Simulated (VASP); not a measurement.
Wanted: the native input for a VASP 6.6.1 run.

* Task: relaxation of shape and atoms at fixed volume
* Functional: PBE
* Potentials or basis: VASP PAW PBE potentials, release 64 (Cd, S)
* Cutoff: 600 eV
* k mesh: 6 × 6 × 4
* Occupations: gaussian, width 0.02 eV
* Spin: no spin polarisation
* Dipole correction: no
* Further INCAR settings: ALGO = Normal; EDIFF = 1e-06; IBRION = 2; EDIFFG = -0.01; NSW = 50; ISIF = 4

The structure of CdS lies in POSCAR:

```
CdS
1.0
    4.1545626626      0.0000000000      0.0000000000
   -2.0772813313      3.5979568074      0.0000000000
    0.0000000000      0.0000000000      6.7589371573
Cd S
2 2
Direct
    0.3333333333      0.6666666667     -0.0008015542
    0.6666666667      0.3333333333      0.4991984458
    0.3333333333      0.6666666667      0.3758015542
    0.6666666667      0.3333333333      0.8758015542
```

These files were run (other wordings do the same):

INCAR

```
ALGO     = Normal         # electronic algorithm
EDIFF    = 1E-6           # SCF threshold, eV
EDIFFG   = -0.01          # ionic threshold
ENCUT    = 600            # plane-wave cutoff, eV
GGA      = PE             # functional
IBRION   = 2              # ionic algorithm
ISIF     = 4              # what is computed and relaxed
ISMEAR   = 0              # smearing method
LASPH    = True           # aspherical terms in the spheres
LCHARG   = False          # write CHGCAR
LREAL    = False          # projectors in reciprocal space
LWAVE    = False          # write WAVECAR
NELM     = 80             # most SCF steps
NSW      = 50             # ionic steps
PREC     = Accurate       # precision mode
SIGMA    = 0.02           # smearing width, eV
```

KPOINTS

```
k-points
0
Gamma
  6 6 4
```

Potentials or basis: VASP PAW PBE potentials, release 64 (Cd, S).

The run is started by

```bash
$ cat potpaw_PBE.64/Cd/POTCAR potpaw_PBE.64/S/POTCAR > POTCAR
$ mpirun -np 1 vasp_std > vasp.out
```

It gave:

- Pressure after relaxing: 2.0 GPa
- Band gap on the k mesh: 1.19 eV

Caveat: the relaxation stopped at its first step, so nothing moved.

It took 84 s on 1 thread of Intel Xeon 8259CL, with other jobs on the host, peak memory 0.27 GiB.
